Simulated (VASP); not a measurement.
# Be5I2 (P4/mmm) in VASP: a series of runs, part 2 of 3

VASP 6.6.1.

### Step 3. Single point, PBE

This run uses another cell than the first one, of 39.24 Å³/atom, 1.862 times its volume.

Contents of INCAR:

```
SYSTEM = Be5I2
  ALGO = Normal
  EDIFF = 1E-6
  ENCUT = 520
  GGA = PE
  ISIF = 2
  ISMEAR = 0
  LASPH = .True.
  LCHARG = .False.
  LREAL = .False.
  LWAVE = .False.
  NBANDS = 21
  NELM = 100
  PREC = Accurate
  SIGMA = 0.1
```

Contents of KPOINTS:

```
k-points
0
Gamma
  8 8 4
  0 0 0
```

Contents of POSCAR:

```
Be5I2
1.0
    5.0940308297      0.0000000000      0.0000000000
    0.0000000000      5.0940308297      0.0000000000
    0.0000000000      0.0000000000     10.5847071674
Be I
5 2
Direct
    0.7024167195      0.0000000000      0.5000000000
    0.2975832805      0.0000000000      0.5000000000
    0.0000000000      0.7024167195      0.5000000000
    0.0000000000      0.2975832805      0.5000000000
    0.0000000000      0.0000000000      0.0000000000
    0.0000000000      0.0000000000      0.2063901681
    0.0000000000      0.0000000000      0.7936098319
```

Potentials or basis: VASP PAW PBE potentials, release 64 (Be, I).

The run is started by

```
> cat potpaw_PBE.64/Be/POTCAR potpaw_PBE.64/I/POTCAR > POTCAR
> mpirun -np 1 vasp_std > vasp.out
```

OUTCAR:

```text
SYSTEM = Be5I2
   EDIFF = 1E-6
   ENCUT = 520
   GGA = PE
   ISIF = 2
   ISMEAR = 0
   LASPH = .True.
   LREAL = .False.
   NELM = 100
   PREC = Accurate

 ion  position               nearest neighbor table
   1  0.702  0.000  0.500-   2 2.06   3 2.14   4 2.14
   2  0.298  0.000  0.500-   1 2.06   3 2.14   4 2.14
   3  0.000  0.702  0.500-   4 2.06   2 2.14   1 2.14
   4  0.000  0.298  0.500-   3 2.06   2 2.14   1 2.14
   5  0.000  0.000  0.000-   6 2.18   7 2.18
   6  0.000  0.000  0.206-   5 2.18
   7  0.000  0.000  0.794-   5 2.18

  LATTYP: Found a simple tetragonal cell.
 ALAT       =     5.0940308297
 C/A-ratio  =     2.0778647639

  Lattice vectors:

 A1 = (   5.0940308297,   0.0000000000,   0.0000000000)
 A2 = (   0.0000000000,   5.0940308297,   0.0000000000)
 A3 = (   0.0000000000,   0.0000000000,  10.5847071674)

Analysis of symmetry for initial positions (statically):
=====================================================================
 Subroutine PRICEL returns:
 Original cell was already a primitive cell.

 Routine SETGRP: Setting up the symmetry group for a
 simple tetragonal supercell.

 Subroutine GETGRP returns: Found 16 space group operations
 (whereof 16 operations were pure point group operations)
 out of a pool of 16 trial point group operations.

The static configuration has the point symmetry D_4h.

Analysis of symmetry for dynamics (positions and initial velocities):
=====================================================================
 Subroutine PRICEL returns:
 Original cell was already a primitive cell.

 Routine SETGRP: Setting up the symmetry group for a
 simple tetragonal supercell.

[... 127 lines left out ...]
   EMIN   =  10.00;   EMAX   =-10.00  energy-range for DOS
   EFERMI =   0.00;   METHOD = LEGACY
   ISMEAR =     0;   SIGMA  =   0.10  broadening in eV -4-tet -1-fermi 0-gaus
   EFERMI_NEDOS =   21; number of points for ismear=-14 and -15
   IALGO  =     38    algorithm
   IMIX   =      4    mixing-type and parameters
     AMIX     =   0.40;   BMIX     =  1.00
     AMIX_MAG =   1.60;   BMIX_MAG =  1.00
  volume/ion in A,a.u.               =      39.24       264.79
  Fermi-wavevector in a.u.,A,eV,Ry     =   0.726459  1.372809  7.180380  0.527743
  Thomas-Fermi vector in A             =   1.817438
   LORBIT       =      0    0 simple, 1 ext, 2 COOP (PROOUT), +10 PAW based schemes
   GGA     = PE    functional components
   LHFCALC =     F    Hartree Fock is set to
   AEXX    =    0.0000 exact exchange contribution
   IVDW    =     0    specifies the selected vdW correction
   LEPSILON=     F    determine dielectric tensor
   LRPA    =     F    only Hartree local field effects (RPA)
 non-spin polarized calculation
 Gauss-broadening in eV      SIGMA  =   0.10
  energy-cutoff  :      520.00
  volume of cell :      274.66
 maximum number of plane-waves:      7464
 NGX is ok and might be reduce to    40
   NGX = 19   NGY = 19   NGZ = 39

 number of electron      24.0000003 magnetization

 Free energy of the ion-electron system (eV)
  ---------------------------------------------------
  ext. energy  EPLUGINS =         0.00000000
  ---------------------------------------------------
  free energy    TOTEN  =       -14.45028761 eV

  energy without entropy =      -14.42889263  energy(sigma->0) =      -14.43959012

 E-fermi :   0.3686     XC(G=0):  -5.9226

 val. band max:        0.3613197970   @ k =   0.1250   0.1250   0.2500
 cond. band min:       0.3717217277   @ k =   0.5000   0.0000   0.2500
 fundamental gap:      0.0104019306
 Fermi energy:         0.3686284414

 k-point     1 :       0.0000    0.0000    0.0000
  band No.  band energies     occupation
      1     -13.5366      2.00000
      2     -13.4785      2.00000
      3      -6.0661      2.00000
      4      -4.7398      2.00000
      5      -4.1451      2.00000
      6      -3.1034      2.00000
[... 565 lines left out ...]
     20       4.3408      0.00000
     21       5.1844      0.00000

 [... further k-points ...]
[... 5 lines left out ...]
  --------------------------------------------------------------------------------------
  -------------------------------------------------------------------------------------
  Total       -0.0102909     -0.0102909      0.0582764      0.0000000      0.0000000     -0.0000000
  in kB       -0.0600290     -0.0600290      0.3399390      0.0000000      0.0000000     -0.0000000
  external PRESSURE =       0.0732936 kB  Pullay stress =       0.0000000 kB

 VOLUME and BASIS-vectors are now :
 -----------------------------------------------------------------------------
  energy-cutoff  :      520.00
  volume of cell :      274.66
      direct lattice vectors                 reciprocal lattice vectors
     5.094030830  0.000000000  0.000000000     0.196308196  0.000000000  0.000000000
     0.000000000  5.094030830  0.000000000     0.000000000  0.196308196  0.000000000
     0.000000000  0.000000000 10.584707167     0.000000000  0.000000000  0.094475925

 POSITION                                       TOTAL-FORCE (eV/Angst)
 -----------------------------------------------------------------------------------
      3.57813      0.00000      5.29235         0.003527     -0.000000     -0.000000
      1.51590      0.00000      5.29235        -0.003527     -0.000000      0.000000
      0.00000      3.57813      5.29235        -0.000000      0.003527      0.000000
      0.00000      1.51590      5.29235        -0.000000     -0.003527      0.000000
      0.00000      0.00000      0.00000        -0.000000     -0.000000      0.000000
      0.00000      0.00000      2.18458        -0.000000     -0.000000      0.016182
      0.00000      0.00000      8.40013        -0.000000     -0.000000     -0.016182
 -----------------------------------------------------------------------------------
    total drift:                                0.000000     -0.000000      0.000000

  FREE ENERGIE OF THE ION-ELECTRON SYSTEM (eV)
  ---------------------------------------------------
  free  energy   TOTEN  =       -14.4502876141 eV

  energy  without entropy=      -14.4288926342  energy(sigma->0) =      -14.43959012
```

OSZICAR:

```text
N       E                     dE             d eps       ncg     rms          rms(c)
DAV:   1     0.941770941028E+02    0.94177E+02   -0.79185E+03  1890   0.843E+02
DAV:   2    -0.532214112894E+01   -0.99499E+02   -0.96217E+02  2736   0.131E+02
DAV:   3    -0.152840823136E+02   -0.99619E+01   -0.98589E+01  2347   0.424E+01
DAV:   4    -0.155759157732E+02   -0.29183E+00   -0.29166E+00  2636   0.828E+00
[... 17 lines left out ...]
DAV:  22    -0.144502877407E+02    0.20779E-04   -0.14485E-04  2588   0.537E-02    0.691E-02
DAV:  23    -0.144502898753E+02   -0.21346E-05   -0.74906E-06  2067   0.135E-02    0.789E-02
DAV:  24    -0.144502888648E+02    0.10105E-05   -0.42445E-07  1293   0.354E-03    0.613E-02
DAV:  25    -0.144502877215E+02    0.11433E-05   -0.78715E-06  2119   0.133E-02    0.158E-02
DAV:  26    -0.144502876141E+02    0.10739E-06   -0.12027E-06  1270   0.531E-03
   1 F= -.14450288E+02 E0= -.14439590E+02  d E =-.213950E-01
```

stdout:

```text
POSCAR found type information on POSCAR BeI
 POSCAR found :  2 types and       7 ions
 scaLAPACK will be used
 LDA part: xc-table for (Slater+PW92), standard interpolation
 POSCAR, INCAR and KPOINTS ok, starting setup
 FFT: planning ... GRIDC
 FFT: planning ... GRID_SOFT
 FFT: planning ... GRID
 WAVECAR not read
 entering main loop
```

It took 7.8 min on 1 thread of Intel Xeon Platinum 8488C (Sapphire Rapids), shared host; peak memory 0.48 GiB.

What came out:

```
Free energy            : -14.4503 eV
Pressure               : 0.0 GPa
Largest force          : 0.016 eV/Å
Band gap on the k mesh : zero (band 12 reaches 0.61 eV, above the bottom of band 13 at -0.43 eV)
```

Forces on the atoms (eV/Å):
```
Be   0.004  0.000  0.000
Be  -0.004  0.000  0.000
Be   0.000  0.004  0.000
Be   0.000 -0.004  0.000
Be   0.000  0.000  0.000
I    0.000  0.000  0.016
I    0.000  0.000 -0.016
```

Levels at points of the mesh, in eV from the Fermi level:
```
           k point  band 8  band 9  band 10  band 11  band 12  band 13  band 14  band 15  band 16  band 17
(0.00, 0.00, 0.00)   -3.04   -3.04    -1.43    -1.24    -0.80    -0.80     0.13     1.95     2.22     2.39
(0.50, 0.00, 0.00)   -3.41   -3.07    -2.99    -1.26    -0.05     0.57     0.79     1.45     1.60     1.68
(0.50, 0.50, 0.00)   -3.45   -3.45    -2.75    -2.75    -0.94     1.69     1.69     1.80     1.80     1.83
(0.00, 0.00, 0.50)   -3.10   -3.10    -1.41    -1.24    -0.71    -0.71    -0.45     2.08     2.08     2.22
(0.50, 0.00, 0.50)   -3.38   -3.04    -2.79    -1.25     0.06     0.18     0.57     0.75     1.55     2.18
(0.50, 0.50, 0.50)   -3.76   -3.46    -2.54    -2.54    -0.94     0.95     0.95     0.99     2.35     2.35
```

Caveat: spin-orbit coupling is left out, which moves the levels of the heavy elements.

(Part 2 of 3 ends here.)
